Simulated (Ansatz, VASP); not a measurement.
One calculation of Nb, two programs

```
Nb
1.0
     0.00000    2.29762    1.79215
     2.29762    0.00000    1.79215
     2.29762    2.29762    0.00000
Nb
1
Direct
  0.00000 0.00000 0.00000
```

Alike in both runs: task single point; functional LDA; k mesh 22 × 22 × 22; occupations gaussian, width 0.15 eV; no spin polarisation.

```csv
,VASP,Ansatz
version,VASP 6.6.1,Ansatz 0.2.0
potentials or method,"VASP PAW LDA potentials, release 64 (Nb_sv), cutoff 520 eV","scalar-relativistic, plane waves, PAW"
valence electrons in the cell,13,13
```

|  | VASP | Ansatz | Ansatz less VASP |
| --- | --- | --- | --- |
| gap on the k mesh at the Fermi level (eV) | none | none | - |
| pressure (GPa) | -15.3 | -15.2 | +0.13 |
| traceless stress, the component that is largest in VASP (GPa) | -6.90 | -6.91 | -0.004 |

LDA's correlation is that of Perdew and Zunger in VASP and of Perdew and Wang (1992) in Ansatz. A gap of «none» marks a metal or a gap that the smearing closes.
